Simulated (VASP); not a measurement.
Here is a VASP 6.6.1 calculation.

The input POSCAR:

```
KCl
1.0
    0.0000000000      3.4000000000      3.4000000000
    3.4000000000      0.0000000000      3.4000000000
    3.4000000000      3.4000000000      0.0000000000
K Cl
1 1
Direct
    0.0000000000      0.0000000000      0.0000000000
    0.5000000000      0.5000000000      0.5000000000
```

INCAR.step1

```
SYSTEM = KCl
  PREC = Accurate
  ENCUT = 600
  ISMEAR = -1
  SIGMA = 0.02
  LREAL = .False.
  LASPH = .True.
  NELM = 80
  GGA = PE
  ALGO = Normal
  EDIFF = 1E-4
  LWAVE = .True.
  LCHARG = .False.
```

The input INCAR.step2:

```
SYSTEM = KCl
  PREC = Accurate
  ENCUT = 600
  EDIFF = 1E-6
  ISMEAR = -1
  SIGMA = 0.02
  LREAL = .False.
  LASPH = .True.
  NELM = 80
  ALGO = Normal
  ISIF = 3
  LWAVE = .False.
  LCHARG = .False.
  METAGGA = R2SCAN
  LMIXTAU = .True.
  IBRION = 2
  NSW = 80
  EDIFFG = -0.03
  ISTART = 1
```

KPOINTS

```
regular mesh
0
Gamma
  5 5 5
  0 0 0
```

Potentials or basis: VASP PAW PBE potentials, release 64 (K_sv, Cl).

Launch:

```bash
$ cat potpaw_PBE.64/K_sv/POTCAR potpaw_PBE.64/Cl/POTCAR > POTCAR
$ cp INCAR.step1 INCAR
$ mpirun -np 1 vasp_std > vasp.out
$ cp INCAR.step2 INCAR
$ mpirun -np 1 vasp_std > vasp.out
```

(1) What does it give for the relaxed cell?

(2) Predict the relaxed volume.

Answers

(1) a = 4.443 Å, b = 4.443 Å, c = 4.443 Å, α = 60.00°, β = 60.00°, γ = 60.00°.

(2) 31.00 Å³/atom.

Caveat: the volume moved by over 15 % at a fixed basis, so the end points are rough; the PAW data sets were made with another functional, which shifts forces and pressure a little.
